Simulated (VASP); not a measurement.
Runs of VASP 6.6.1 on AlCo3. The structure is that of space group Pm-3m (No. 221), or close to it. The cells are those of the table. 

```csv
spin,cell,k mesh,gap on the mesh (eV),pressure (GPa),moment (μB)
"collinear, ferromagnetic start","a = 3.319 Å, 4 atoms",12 × 12 × 12,none,49.3,0.92
off,"a = 3.527 Å, 4 atoms",12 × 12 × 12,none,(a),-
"collinear, ferromagnetic start","a = 3.575 Å, 4 atoms",4 × 4 × 4,none,-7.7,3.77
"collinear, ferromagnetic start","a = 3.575 Å, 4 atoms",8 × 8 × 8,none,-7.7,3.84
"collinear, ferromagnetic start","a = 3.575 Å, 4 atoms",14 × 14 × 14,none,-7.7,3.84
```

Alike in all rows: task single point; level PBEsol; potentials or basis VASP PAW PBE potentials, release 64 (Al, Co); cutoff (eV) 520; smearing gaussian 0.1 eV.

Problem. Fill in the values left out.

Solution. (a) -6.5.

Caveats: some runs use coarse meshes; the PAW data sets were made with another functional, which shifts forces and pressure a little; the cell stands under tension (at least some runs); the cell stands under pressure (at least some runs).

A gap of «none» marks levels without a gap at the run's occupations.
